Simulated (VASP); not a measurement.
Runs of VASP 6.6.1 on Sn. The structure is that of space group Fm-3m (No. 225), or close to it. The cells are those of the table. This isn't the form of Sn at room conditions, which is tetragonal (white tin).

| cell | gap on the mesh (eV) | pressure (GPa) |
| --- | --- | --- |
| a = 3.455 Å, angles 60.0°, 1 atom | none | (b) |
| a = 3.410 Å, angles 60.0°, 1 atom | none | -0.1 |
| a = 3.498 Å, angles 60.0°, 1 atom | none | (a) |
| a = 3.364 Å, angles 60.0°, 1 atom | none | 2.0 |
| a = 3.268 Å, angles 60.0°, 1 atom | none | 8.0 |

Alike in all rows: task single point; level PBE; potentials or basis VASP PAW PBE potentials, release 64 (Sn_d); no spin polarisation; k mesh 18 × 18 × 18; cutoff (eV) 520; smearing fermi-dirac 0.1 eV.

Task: Fill in the values left out.

Result: (a) -3.1; (b) -1.8.

Caveats: spin-orbit coupling is left out, which moves the levels of the heavy elements; the cell stands under tension (at least some runs); the cell stands under pressure (at least some runs).

A k mesh can miss the band edges, and the runs leave out spin-orbit coupling on Sn.

A gap of «none» marks levels without a gap at the run's occupations.
